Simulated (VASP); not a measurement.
Runs of VASP 6.6.1 on Cu. The structure is that of space group P6_3/mmc (No. 194), or close to it. The cells are those of the table. This isn't the form of Cu at room conditions, which is fcc.

| task | level | cell | k mesh | cutoff (eV) | grid for exact exchange (PRECFOCK) | share of exact exchange | gap on the mesh (eV) | pressure (GPa) |
| --- | --- | --- | --- | --- | --- | --- | --- | --- |
| single point | PBEsol | a = 2.524, b = 2.524, c = 4.108 Å, angles 90.0, 90.0, 120.0°, 2 atoms | 12 × 12 × 7 | 520 | - | - | none | 0.7 |
| single point | PBE0 | a = 2.482, b = 2.482, c = 4.029 Å, angles 90.0, 90.0, 120.0°, 2 atoms | 6 × 6 × 4 | 520 | Normal | 0.25 | none | 20.1 |
| relaxation of cell and atoms | PBEsol | relaxed to 5 GPa from a = 2.534, b = 2.534, c = 4.113 Å, angles 90.0, 90.0, 120.0°, 2 atoms | 12 × 12 × 7 | 600 | - | - | none | 5.0 |
| single point | PBEsol | a = 2.534, b = 2.556, c = 4.113 Å, angles 90.0, 90.0, 120.9°, 2 atoms | 12 × 12 × 7 | 520 | - | - | none | -0.8 |
| single point | PBEsol | a = 2.479, b = 2.479, c = 4.039 Å, angles 90.0, 90.0, 120.0°, 2 atoms | 12 × 12 × 7 | 520 | - | - | none | (a) |
| relaxation of cell and atoms | PBEsol | relaxed from a = 2.534, b = 2.534, c = 4.113 Å, angles 90.0, 90.0, 120.0°, 2 atoms | 12 × 12 × 7 | 600 | - | - | none | 0.0 |

Alike in all rows: potentials or basis VASP PAW PBE potentials, release 64 (Cu); no spin polarisation.

**Question.** Fill in the values left out.

**Answer.** (a) 10.7.

Caveats: some runs use coarse meshes; the PAW data sets were made with another functional, which shifts forces and pressure a little; the cell is relaxed towards a set pressure, so the run minimises the enthalpy, not the energy (at least some runs); the cell stands under pressure (at least some runs).

A gap of «none» marks levels without a gap at the run's occupations.
